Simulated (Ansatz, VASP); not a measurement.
# Two plane-wave programs on BAs

```xyz
2
Lattice="0.0000 2.3725 2.3725 2.3725 0.0000 2.3725 2.3725 2.3725 0.0000" Properties=species:S:1:pos:R:3 pbc="T T T"
As    3.5587    3.5587    3.5587
B     0.0000    0.0000    0.0000
```

Alike in both runs: task single point; functional B3LYP5; k mesh 5 × 5 × 5; occupations fermi-dirac, width 0.05 eV; no spin polarisation.

```csv
,VASP,Ansatz
version,VASP 6.6.1,Ansatz 0.2.0
potentials or method,"VASP PAW PBE potentials, release 64 (As, B)",Ansatz PAW
plane-wave cutoff (eV),520,420
valence electrons in the cell,8,18
```

|  | VASP | Ansatz | Ansatz less VASP |
| --- | --- | --- | --- |
| gap on the k mesh at the Fermi level (eV) | 2.52 | 2.48 | -0.037 |
| least direct gap on the mesh (eV) | 4.67 | 4.63 | -0.037 |
| pressure (GPa) | 7.7 | 7.4 | -0.32 |

VASP's potentials were made for PBE, not for B3LYP5. With one functional, cell and mesh, what is left measures potentials, basis and numerics. VASP's potentials hold 8 valence electrons a cell and Ansatz's 18, so a difference there can come from the potentials and not from the codes.

The k mesh is coarse, so the values compare programs but aren't converged. Noted on Ansatz's run: odd divisions of the mesh miss points on the zone boundary, where band edges often lie, so the gap on the mesh can be too wide.
